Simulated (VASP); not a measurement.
Input of a VASP 6.6.1 run:

The input INCAR:

```
SYSTEM = BN
PREC     = Accurate       ! precision mode
ENCUT    = 520            ! plane-wave cutoff, eV
EDIFF    = 1E-6           ! SCF threshold, eV
ISMEAR   = -1             ! smearing method
SIGMA    = 0.05           ! smearing width, eV
LREAL    = .FALSE.        ! projectors in reciprocal space
LASPH    = .TRUE.         ! aspherical terms in the spheres
NELM     = 100            ! most SCF steps
ALGO     = Normal         ! electronic algorithm
ISIF     = 2              ! what is computed and relaxed
LWAVE    = .FALSE.        ! write WAVECAR
LCHARG   = .FALSE.        ! write CHGCAR
GGA      = PE             ! functional
NBANDS   = 16             ! bands
```

The input KPOINTS:

```
regular mesh
0
G
  12 12 6
  0 0 0
```

Contents of POSCAR:

```
BN
1.0
    2.5539396017      0.0000000000      0.0000000000
   -1.2769698009      2.2117765748      0.0000000000
    0.0000000000      0.0000000000      4.2268550000
N B
2 2
Direct
    0.3333333333      0.6666666667      0.1252760000
    0.6666666667      0.3333333333      0.6252760000
    0.3333333333      0.6666666667      0.4997240000
    0.6666666667      0.3333333333      0.9997240000
```

Potentials or basis: VASP PAW PBE potentials, release 64 (N, B).

Run with:

```bash
$ cat potpaw_PBE.64/N/POTCAR potpaw_PBE.64/B/POTCAR > POTCAR
$ mpirun -np 1 vasp_std > vasp.out
```

**Question.** Predict the largest force.

**Answer.** 0.014 eV/Å.

**Question.** Predict the band gap on the k mesh.

**Answer.** 5.20 eV, indirect (least direct gap 8.23 eV).

**Question.** What does it give for the pressure?

**Answer.** 0.2 GPa.

Forces in eV/Å, atoms in the order of the input:
```
N    0.000  0.000 -0.014
N    0.000  0.000 -0.014
B    0.000  0.000  0.014
B    0.000  0.000  0.014
```

A k mesh can miss the band edges.
